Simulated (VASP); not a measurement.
Wanted: the native input for a VASP 6.6.1 run.

```yaml
Task: relaxation of cell and atoms
Functional: PBEsol
Potentials_or_basis: VASP PAW PBE potentials, release 64 (Ag)
Cutoff: 600 eV
k_mesh: 4 × 4 × 2
Occupations: gaussian, width 0.1 eV
Spin: no spin polarisation
Dipole_correction: no
Further_INCAR_settings: ALGO = Fast; EDIFF = 1e-06; IBRION = 2; EDIFFG = -0.05; NSW = 80; ISIF = 3
```

The structure of Ag lies in POSCAR:

```
Ag
1.0
    3.3724302770     -3.3674520411      0.0000000000
    3.3724302770      3.3674520411      0.0000000000
    0.0000000000      0.0000000000      8.8127321861
Ag
5
Direct
    0.5000000000      0.0000000000      0.3092481955
    0.0000000000      0.5000000000      0.6907518045
    0.0000000000      0.5000000000      0.3092481955
    0.5000000000      0.0000000000      0.6907518045
    0.0000000000      0.0000000000      0.0000000000
```

The input as run:

INCAR

```
PREC = Accurate
ENCUT = 600
EDIFF = 1E-6
ISMEAR = 0
SIGMA = 0.1
LREAL = False
LASPH = True
NELM = 100
ALGO = Fast
ISIF = 3
LWAVE = False
LCHARG = False
GGA = PS
IBRION = 2
NSW = 80
EDIFFG = -0.05
```

KPOINTS

```
Automatic mesh
0
Gamma
  4 4 2
```

Potentials or basis: VASP PAW PBE potentials, release 64 (Ag).

Run with:

```sh
$ cat potpaw_PBE.64/Ag/POTCAR > POTCAR
$ mpirun -np 1 vasp_std > vasp.out
```

It gave:

| Quantity | Value |
| --- | --- |
| Relaxed volume | 19.72 Å³/atom |
| Relaxed cell | a = 3.803 Å, b = 3.803 Å, c = 6.817 Å, α = 90.00°, β = 90.00°, γ = 89.98° |
| Space group after relaxing (to 0.1 Å) | P4/mmm (No. 123) |
| Pressure after relaxing | 0.2 GPa |
| Largest force after relaxing | 0.021 eV/Å |
| Band gap on the k mesh | zero (an odd number of electrons rules out a gap without spin polarisation) |

Caveat: the volume moved by over 15 % at a fixed basis, so the end points are rough; the PAW data sets were made with another functional, which shifts forces and pressure a little; the relaxation stopped at a loose force limit of 0.05 eV/Å, so its end isn't a converged minimum.

Run time: 17 min on 1 thread of AMD EPYC 9R45 96-Core Processor (Zen 5) (shared host), peak memory 0.37 GiB.
